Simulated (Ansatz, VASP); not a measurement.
## Sc in VASP and in Ansatz

The input POSCAR:

```
Sc
1.0
    3.3280716152      0.0000000000      0.0000000000
   -1.6640358076      2.8821945644      0.0000000000
    0.0000000000      0.0000000000      5.2121495536
Sc
2
Direct
    0.3333333333      0.6666666667      0.2500000000
    0.6666666667      0.3333333333      0.7500000000
```

INCAR.step1

```
SYSTEM = Sc
PREC = Accurate ; ENCUT = 520
ISMEAR = -1 ; SIGMA = 0.01
LREAL = .False. ; LASPH = .True.
NELM = 60 ; NBANDS = 18
GGA = PE ; ALGO = Normal
EDIFF = 1E-4 ; LWAVE = .True.
LCHARG = .False.
```

Contents of INCAR.step2:

```
SYSTEM = Sc
PREC = Accurate ; ENCUT = 520
EDIFF = 1E-7 ; ISMEAR = -1
SIGMA = 0.01 ; LREAL = .False.
LASPH = .True. ; NELM = 60
ALGO = Normal ; ISIF = 2
LWAVE = .False. ; LCHARG = .True.
METAGGA = R2SCAN ; LMIXTAU = .True.
LELF = .True. ; LVHAR = .True.
NBANDS = 18 ; ISTART = 1
```

File KPOINTS:

```
Automatic mesh
0
Gamma
  11 11 6
  0 0 0
```

Input for Ansatz:

```yaml
crystal:
  lattice:
    - [3.3280716152, 0.0, 0.0]
    - [-1.6640358076, 2.8821945644, 0.0]
    - [0.0, 0.0, 5.2121495536]
  atoms:
    - { symbol: Sc, position: [0.3333333333, 0.6666666667, 0.25] }
    - { symbol: Sc, position: [0.6666666667, 0.3333333333, 0.75] }
hamiltonian:
  xc: r2scan
  pseudopotentials:
    kind: paw
    azcp:
      Sc: "pseudopotentials/Sc.paw.azcp"
basis:
  ecutwfc: 500
  fft_grid_basis: typed
kpoints:
  mp_grid: { grid: [11, 11, 6], shift: [0, 0, 0] }
magnetization:
  spin_polarized: false
scf:
  occupations: { method: fermi_dirac, width: 0.01 }
  lower_state_search: "off"
output:
  stress: true
```

Alike in both runs: task single point; functional r2SCAN; k mesh 11 × 11 × 6; occupations fermi-dirac, width 0.01 eV; no spin polarisation.

|  | VASP | Ansatz |
| --- | --- | --- |
| version | VASP 6.6.1 | Ansatz 0.2.0 |
| potentials or method | VASP PAW PBE potentials, release 64 (Sc_sv), cutoff 520 eV | plane waves (500 eV) with PAW, scalar-relativistic |
| valence electrons in the cell | 22 | 22 |

Ansatz gave:

- pressure (GPa): -0.3
- traceless stress, the component that is largest in VASP (GPa): -0.29

Q: Estimate VASP's values.

A: Pressure (GPa): -0.1; traceless stress, the component that is largest in VASP (GPa): -0.28.

VASP's potentials were made for PBE, not for r2SCAN.
